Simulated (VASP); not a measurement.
Here is a VASP 6.6.1 calculation.

The input INCAR:

```
PREC     = Accurate       # precision mode
ENCUT    = 520            # plane-wave cutoff, eV
EDIFF    = 1E-7           # SCF threshold, eV
ISMEAR   = 0              # smearing method
SIGMA    = 0.1            # smearing width, eV
LREAL    = F              # projectors in reciprocal space
LASPH    = T              # aspherical terms in the spheres
NELM     = 150            # most SCF steps
ALGO     = Normal         # electronic algorithm
ISIF     = 2              # what is computed and relaxed
LWAVE    = F              # write WAVECAR
LCHARG   = F              # write CHGCAR
ISPIN    = 2              # spin polarisation
MAGMOM   = 1 -1 0 0       # initial moments
LORBIT   = 11             # projections on sites
LMAXMIX  = 4              # l up to which the mixer works
GGA      = PS             # functional
NBANDS   = 32             # bands
```

The input KPOINTS:

```
regular mesh
0
Gamma
  14 14 7
```

File POSCAR:

```
WSe
1.0
    0.0000000000      2.7923343792      2.7923343792
    2.7923343792      0.0000000000      2.7923343792
    5.5846687584      5.5846687584      0.0000000000
W Se
2 2
Direct
    1.0000000000      1.0000000000      1.0000000000
    1.0000000000      1.0000000000      0.5000000000
    0.2500000000      0.2500000000      0.1250000000
    0.2500000000      0.2500000000      0.6250000000
```

Potentials or basis: VASP PAW PBE potentials, release 64 (W_sv, Se).

Command:

```sh
$ cat potpaw_PBE.64/W_sv/POTCAR potpaw_PBE.64/Se/POTCAR > POTCAR
$ mpirun -np 1 vasp_std > vasp.out
```

(1) Predict the band gap on the k mesh.

(2) Predict the net moment.

(3) Predict the pressure.

Results:

(1) zero (filled and empty bands overlap).

(2) 0.00 μB per cell.

(3) 0.4 GPa.

Caveat: the PAW data sets were made with another functional, which shifts forces and pressure a little; spin-orbit coupling is left out, which moves the levels of the heavy elements.
